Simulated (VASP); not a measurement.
A run of VASP 6.6.1:

Contents of INCAR:

```
SYSTEM = Ba2O
  PREC = Accurate
  ENCUT = 520
  EDIFF = 1E-7
  ISMEAR = -1
  SIGMA = 0.06122561905347299
  LREAL = .False.
  LASPH = .True.
  NELM = 100
  ALGO = Normal
  ISIF = 2
  LWAVE = .False.
  LCHARG = .True.
  GGA = PE
  LELF = .True.
  LVHAR = .True.
  NBANDS = 20
```

Contents of KPOINTS:

```
Automatic mesh
0
Gamma
  14 14 14
  0 0 0
```

The input POSCAR:

```
Ba2O
1.0
    0.0000000000      3.3474177855      3.3474177855
    3.3474177855      0.0000000000      3.3474177855
    3.3474177855      3.3474177855      0.0000000000
Ba O
2 1
Direct
    0.2500000000      0.2500000000      0.2500000000
    0.7500000000      0.7500000000      0.7500000000
    0.0000000000      0.0000000000      0.0000000000
```

Potentials or basis: VASP PAW PBE potentials, release 64 (Ba_sv, O).

The run is started by

```bash
$ cat potpaw_PBE.64/Ba_sv/POTCAR potpaw_PBE.64/O/POTCAR > POTCAR
$ mpirun -np 1 vasp_std > vasp.out
```

Hardware: 1 thread of Intel(R) Xeon(R) Platinum 8375C CPU @ 2.90GHz (Ice Lake) (shared host).

Task: How long does it take, and how much memory?

Result: Run time: 4.5 min on 1 thread of Intel(R) Xeon(R) Platinum 8375C CPU @ 2.90GHz (Ice Lake), with other jobs on the host, peak memory 0.3 GiB. Counts: scf iterations 17, k points 104.
